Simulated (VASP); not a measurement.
# B2F (P6/mmm) in VASP: notebook, part 2 of 2

VASP 6.6.1. Earlier steps stand in the parts before.

### 3 Single point, PBE

This run uses another cell than the first one, of 9.66 Å³/atom.

The input, INCAR:

```
PREC = Accurate
ENCUT = 520
EDIFF = 1E-6
ISMEAR = 0
SIGMA = 0.1
LREAL = False
LASPH = True
NELM = 60
ALGO = Normal
ISIF = 2
LWAVE = False
LCHARG = False
GGA = PE
NBANDS = 14
```

The input, KPOINTS:

```
Automatic mesh
0
Gamma
  18 18 12
```

The input, POSCAR:

```
B2F
1.0
    2.9593463023      0.0000000000      0.0000000000
   -1.4796731512      2.5628690764      0.0000000000
    0.0000000000      0.0000000000      3.8216951769
B F
2 1
Direct
    0.3333333333      0.6666666667      0.5000000000
    0.6666666667      0.3333333333      0.5000000000
    0.0000000000      0.0000000000      0.0000000000
```

Potentials or basis: VASP PAW PBE potentials, release 64 (B, F).

On the command line:

```console
$ cat potpaw_PBE.64/B/POTCAR potpaw_PBE.64/F/POTCAR > POTCAR
$ mpirun -np 1 vasp_std > vasp.out
```

OUTCAR:

```text
PREC = Accurate
   ENCUT = 520
   EDIFF = 1E-6
   ISMEAR = 0
   LREAL = False
   LASPH = True
   NELM = 60
   ISIF = 2
   GGA = PE

 ion  position               nearest neighbor table
   1  0.333  0.667  0.500-   2 1.71   2 1.71   2 1.71
   2  0.667  0.333  0.500-   1 1.71   1 1.71   1 1.71
   3  0.000  0.000  0.000-

  LATTYP: Found a hexagonal cell.
 ALAT       =     2.9593463023
 C/A-ratio  =     1.2913984328

  Lattice vectors:

 A1 = (   2.9593463023,   0.0000000000,   0.0000000000)
 A2 = (  -1.4796731512,   2.5628690764,   0.0000000000)
 A3 = (   0.0000000000,   0.0000000000,   3.8216951769)

Analysis of symmetry for initial positions (statically):
=====================================================================
 Subroutine PRICEL returns:
 Original cell was already a primitive cell.

 Routine SETGRP: Setting up the symmetry group for a
 hexagonal supercell.

 Subroutine GETGRP returns: Found 24 space group operations
 (whereof 24 operations were pure point group operations)
 out of a pool of 24 trial point group operations.

The static configuration has the point symmetry D_6h.

Analysis of symmetry for dynamics (positions and initial velocities):
=====================================================================
 Subroutine PRICEL returns:
 Original cell was already a primitive cell.

 Routine SETGRP: Setting up the symmetry group for a
 hexagonal supercell.

 Subroutine GETGRP returns: Found 24 space group operations
 (whereof 24 operations were pure point group operations)
 out of a pool of 24 trial point group operations.

The dynamic configuration has the point symmetry D_6h.

 Subroutine INISYM returns: Found 24 space group operations
 (whereof 24 operations are pure point group operations),
 and found     1 'primitive' translations

----------------------------------------------------------------------------------------

                                     Primitive cell

  volume of cell :      28.9853

[... 116 lines left out ...]
   LHFCALC =     F    Hartree Fock is set to
   AEXX    =    0.0000 exact exchange contribution
   IVDW    =     0    specifies the selected vdW correction
   LEPSILON=     F    determine dielectric tensor
   LRPA    =     F    only Hartree local field effects (RPA)
 non-spin polarized calculation
 Gauss-broadening in eV      SIGMA  =   0.10
  energy-cutoff  :      520.00
  volume of cell :       28.99
 maximum number of plane-waves:       818
 NGX is ok and might be reduce to    24
   NGX = 11   NGY = 11   NGZ = 15

 number of electron      13.0000004 magnetization

 Free energy of the ion-electron system (eV)
  ---------------------------------------------------
  ext. energy  EPLUGINS =         0.00000000
  ---------------------------------------------------
  free energy    TOTEN  =       -14.04374823 eV

  energy without entropy =      -14.03772213  energy(sigma->0) =      -14.04073518

 E-fermi :   1.1588     XC(G=0): -10.3761

 val. band max:        1.1576349580   @ k =   0.1667   0.0556   0.0833
 cond. band min:       1.1635055800   @ k =   0.2222   0.1111   0.5000
 fundamental gap:      0.0058706220
 Fermi energy:         1.1588491377

 k-point     1 :       0.0000    0.0000    0.0000
  band No.  band energies     occupation
      1     -20.1105      2.00000
      2      -8.2621      2.00000
      3      -3.2216      2.00000
      4      -0.5074      2.00000
      5      -0.5074      2.00000
      6       2.8716      0.00000
      7       2.8716      0.00000
      8       3.5927      0.00000
      9      11.0620      0.00000
     10      11.0620      0.00000
     11      11.4796      0.00000
     12      13.6226      0.00000
     13      13.7726      0.00000
     14      21.3738      0.00000
[... 377 lines left out ...]
      1     -19.7384      2.00000
      2      -5.9858      2.00000
      3      -3.8301      2.00000
      4      -1.6018      2.00000
      5      -1.5502      2.00000
      6      -0.6032      2.00000
      7       0.9049      1.99967
      8       3.8486      0.00000
      9       7.6316      0.00000
     10      10.5932      0.00000
     11      15.6598      0.00000
     12      17.3237      0.00000
     13      19.2874      0.00000
     14      19.6727      0.00000

 [... further k-points ...]
[... 5 lines left out ...]
  --------------------------------------------------------------------------------------
  -------------------------------------------------------------------------------------
  Total       -0.0279654     -0.0279654     -0.0198244      0.0000000      0.0000000      0.0000000
  in kB       -1.5458004     -1.5458004     -1.0958048      0.0000000      0.0000000      0.0000000
  external PRESSURE =      -1.3958019 kB  Pullay stress =       0.0000000 kB

 VOLUME and BASIS-vectors are now :
 -----------------------------------------------------------------------------
  energy-cutoff  :      520.00
  volume of cell :       28.99
      direct lattice vectors                 reciprocal lattice vectors
     2.959346302  0.000000000  0.000000000     0.337912464  0.195093852  0.000000000
    -1.479673151  2.562869076  0.000000000     0.000000000  0.390187704  0.000000000
     0.000000000  0.000000000  3.821695177     0.000000000  0.000000000  0.261663988

 POSITION                                       TOTAL-FORCE (eV/Angst)
 -----------------------------------------------------------------------------------
     -0.00000      1.70858      1.91085        -0.000000      0.000000      0.000000
      1.47967      0.85429      1.91085         0.000000      0.000000      0.000000
      0.00000      0.00000      0.00000         0.000000      0.000000      0.000000
 -----------------------------------------------------------------------------------
    total drift:                               -0.000000      0.000000      0.000000

  FREE ENERGIE OF THE ION-ELECTRON SYSTEM (eV)
  ---------------------------------------------------
  free  energy   TOTEN  =       -14.0437482314 eV

  energy  without entropy=      -14.0377221289  energy(sigma->0) =      -14.04073518
```

OSZICAR:

```text
N       E                     dE             d eps       ncg     rms          rms(c)
DAV:   1     0.261098182494E+02    0.26110E+02   -0.58508E+03  7258   0.804E+02
DAV:   2    -0.134916399555E+02   -0.39601E+02   -0.36934E+02  9366   0.164E+02
DAV:   3    -0.145278316632E+02   -0.10362E+01   -0.10263E+01  9094   0.220E+01
DAV:   4    -0.145296730468E+02   -0.18414E-02   -0.18413E-02  8572   0.117E+00
DAV:   5    -0.145296780025E+02   -0.49557E-05   -0.49557E-05  9262   0.582E-02    0.549E+00
DAV:   6    -0.142195455625E+02    0.31013E+00   -0.23621E+00  8578   0.898E+00    0.378E+00
DAV:   7    -0.140965445256E+02    0.12300E+00   -0.14699E+00  8848   0.595E+00    0.225E+00
DAV:   8    -0.140446766114E+02    0.51868E-01   -0.19751E-01  9160   0.289E+00    0.320E-01
DAV:   9    -0.140437372919E+02    0.93932E-03   -0.16904E-02  8752   0.806E-01    0.156E-01
DAV:  10    -0.140437754513E+02   -0.38159E-04   -0.10113E-03  9184   0.256E-01    0.506E-02
DAV:  11    -0.140437386588E+02    0.36792E-04   -0.34978E-04  8722   0.105E-01    0.108E-02
DAV:  12    -0.140437479001E+02   -0.92412E-05   -0.13085E-05  7966   0.305E-02    0.396E-03
DAV:  13    -0.140437482314E+02   -0.33129E-06   -0.63951E-07  7026   0.568E-03
   1 F= -.14043748E+02 E0= -.14040735E+02  d E =-.602610E-02
```

stdout:

```text
POSCAR found type information on POSCAR B F
 POSCAR found :  2 types and       3 ions
 scaLAPACK will be used
 LDA part: xc-table for (Slater+PW92), standard interpolation
 POSCAR, INCAR and KPOINTS ok, starting setup
 FFT: planning ... GRIDC
 FFT: planning ... GRID_SOFT
 FFT: planning ... GRID
 WAVECAR not read
 entering main loop
```

Wall time 31 s (1 thread of Intel Xeon Platinum 8559C (Emerald Rapids), shared host); peak memory 0.21 GiB.

What came out:

- Free energy: -14.0437 eV
- Pressure: -0.1 GPa
- Band gap on the k mesh: zero (an odd number of electrons rules out a gap without spin polarisation)

Caveat: an odd number of electrons without spin polarisation forces a metal; a magnetic or distorted state may lie lower.

### 4 Relaxation of cell and atoms, PBE

This run uses another cell than the first one, of 9.63 Å³/atom.

The input, INCAR:

```
SYSTEM = B2F
  ALGO = Normal
  EDIFF = 1E-6
  EDIFFG = -0.01
  ENCUT = 600
  GGA = PE
  IBRION = 2
  ISIF = 3
  ISMEAR = 0
  LASPH = .TRUE.
  LCHARG = .FALSE.
  LREAL = .FALSE.
  LWAVE = .FALSE.
  NELM = 60
  NSW = 100
  PREC = Accurate
  SIGMA = 0.1
```

The input, KPOINTS:

```
k-points
0
G
  18 18 12
  0 0 0
```

The input, POSCAR:

```
B2F
1.0
    2.9547007010      0.0000000000      0.0000000000
   -1.4773503505      2.5588458677      0.0000000000
    0.0000000000      0.0000000000      3.8212338823
B F
2 1
Direct
    0.3333333333      0.6666666667      0.5000000000
    0.6666666667      0.3333333333      0.5000000000
    0.0000000000      0.0000000000      0.0000000000
```

Potentials or basis: VASP PAW PBE potentials, release 64 (B, F).

On the command line:

```console
$ cat potpaw_PBE.64/B/POTCAR potpaw_PBE.64/F/POTCAR > POTCAR
$ mpirun -np 1 vasp_std > vasp.out
```

OUTCAR:

```text
SYSTEM = B2F
   EDIFF = 1E-6
   EDIFFG = -0.01
   ENCUT = 600
   GGA = PE
   IBRION = 2
   ISIF = 3
   ISMEAR = 0
   LASPH = .TRUE.
   LREAL = .FALSE.
   NELM = 60
   NSW = 100
   PREC = Accurate

 ion  position               nearest neighbor table
   1  0.333  0.667  0.500-   2 1.71   2 1.71   2 1.71
   2  0.667  0.333  0.500-   1 1.71   1 1.71   1 1.71
   3  0.000  0.000  0.000-

  LATTYP: Found a hexagonal cell.
 ALAT       =     2.9547007010
 C/A-ratio  =     1.2932727437

  Lattice vectors:

 A1 = (   2.9547007010,   0.0000000000,   0.0000000000)
 A2 = (  -1.4773503505,   2.5588458677,   0.0000000000)
 A3 = (   0.0000000000,   0.0000000000,   3.8212338823)

Analysis of symmetry for initial positions (statically):
=====================================================================
 Subroutine PRICEL returns:
 Original cell was already a primitive cell.

 Routine SETGRP: Setting up the symmetry group for a
 hexagonal supercell.

 Subroutine GETGRP returns: Found 24 space group operations
 (whereof 24 operations were pure point group operations)
 out of a pool of 24 trial point group operations.

The static configuration has the point symmetry D_6h.
[... 216 lines left out ...]
 fundamental gap:      0.0054567134
 Fermi energy:         1.1653425840

 k-point     1 :       0.0000    0.0000    0.0000
  band No.  band energies     occupation
      1     -20.1107      2.00000
      2      -8.2566      2.00000
      3      -3.2204      2.00000
      4      -0.5052      2.00000
      5      -0.5052      2.00000
      6       2.8783      0.00000
      7       2.8783      0.00000
      8       3.6005      0.00000
      9      11.0717      0.00000
     10      11.0717      0.00000
[... 287 lines left out ...]
 k-point    24 :       0.3889    0.1111    0.0000
  band No.  band energies     occupation
      1     -19.7372      2.00000
      2      -5.9826      2.00000
      3      -3.8257      2.00000
      4      -1.5998      2.00000
      5      -1.5484      2.00000
      6      -0.5982      2.00000
      7       0.9114      1.99967
      8       3.8558      0.00000
      9       7.6406      0.00000
     10      10.6025      0.00000

 [... further k-points ...]
[... 5 lines left out ...]
  --------------------------------------------------------------------------------------
  -------------------------------------------------------------------------------------
  Total       -0.0259303     -0.0259303     -0.0183780     -0.0000000     -0.0000000      0.0000000
  in kB       -1.4344786     -1.4344786     -1.0166818     -0.0000000     -0.0000000      0.0000000
  external PRESSURE =      -1.2952130 kB  Pullay stress =       0.0000000 kB

 VOLUME and BASIS-vectors are now :
 -----------------------------------------------------------------------------
  energy-cutoff  :      600.00
  volume of cell :       28.96
      direct lattice vectors                 reciprocal lattice vectors
     2.958779050  0.000000000  0.000000000     0.337977248  0.195131255 -0.000000000
    -1.479389525  2.562377822 -0.000000000     0.000000000  0.390262510 -0.000000000
     0.000000000  0.000000000  3.820043373    -0.000000000  0.000000000  0.261777132

 POSITION                                       TOTAL-FORCE (eV/Angst)
 -----------------------------------------------------------------------------------
     -0.00000      1.70825      1.91002         0.000000      0.000000      0.000000
      1.47939      0.85413      1.91002        -0.000000      0.000000     -0.000000
      1.47939      2.56238      0.00000         0.000000     -0.000000     -0.000000
 -----------------------------------------------------------------------------------
    total drift:                                0.000000     -0.000000     -0.000000

  FREE ENERGIE OF THE ION-ELECTRON SYSTEM (eV)
  ---------------------------------------------------
  free  energy   TOTEN  =       -14.0457444933 eV

  energy  without entropy=      -14.0397215285  energy(sigma->0) =      -14.04273301

 reached required accuracy - stopping structural energy minimisation
```

CONTCAR:

```text
B2F
   1.00000000000000
     2.9587790502467053    0.0000000000000000    0.0000000000000000
    -1.4793895251233526    2.5623778217533770   -0.0000000000000000
     0.0000000000000000    0.0000000000000000    3.8200433725191210
  B               F
     2     1
Direct
     0.3333333332999970    0.6666666667000030    0.5000000000000000
     0.6666666667000030    0.3333333332999970    0.5000000000000000
     1.0000000000000000    1.0000000000000000    0.0000000000000000

  0.00000000E+00  0.00000000E+00  0.00000000E+00
  0.00000000E+00  0.00000000E+00  0.00000000E+00
  0.00000000E+00  0.00000000E+00  0.00000000E+00
```

Run time: 36 s. Hardware: 1 thread of Intel Xeon Platinum 8559C (Emerald Rapids), shared host; peak memory 0.21 GiB.

What came out:

- Free energy: -14.0457 eV
- Relaxed volume: 9.65 Å³/atom
- Relaxed cell: a = 2.959 Å, b = 2.959 Å, c = 3.820 Å, α = 90.00°, β = 90.00°, γ = 120.00°
- Space group after relaxing (to 0.1 Å): P6/mmm (No. 191)
- Energy gained by relaxing: 0.0 meV/atom
- Ionic steps: 2
- Pressure after relaxing: -0.1 GPa
- Band gap on the k mesh: zero (an odd number of electrons rules out a gap without spin polarisation)

Final structure:
```
B F
1.0
     2.95878    0.00000    0.00000
    -1.47939    2.56238    0.00000
     0.00000    0.00000    3.82004
B F
2 1
Direct
  0.33333 0.66667 0.50000
  0.66667 0.33333 0.50000
  0.00000 0.00000 0.00000
```

Caveat: an odd number of electrons without spin polarisation forces a metal; a magnetic or distorted state may lie lower.

### 5 Overview

```csv
task,spin,cell,k mesh,cutoff (eV),gap on the mesh (eV),pressure (GPa)
single point,collinear,"a = 3.042, b = 3.042, c = 3.548 Å, angles 90.0, 90.0, 120.0°, 3 atoms",6 × 6 × 6,520,none,-2.1
single point,off,"a = 2.959, b = 2.959, c = 3.822 Å, angles 90.0, 90.0, 120.0°, 3 atoms",18 × 18 × 12,520,none,-0.1
relaxation of cell and atoms,off,"relaxed from a = 2.955, b = 2.955, c = 3.821 Å, angles 90.0, 90.0, 120.0°, 3 atoms",18 × 18 × 12,600,none,-0.1
```

Alike in all rows: level PBE; potentials or basis VASP PAW PBE potentials, release 64 (B, F); smearing gaussian 0.1 eV.

Caveats: some runs use coarse meshes; an odd number of electrons without spin polarisation forces a metal (at least some runs); a magnetic or distorted state may lie lower (at least some runs).

Absolute energies hang on the potentials; compare differences alone.

The gap in the log of VASP goes by the Fermi energy; the results here count the filled bands.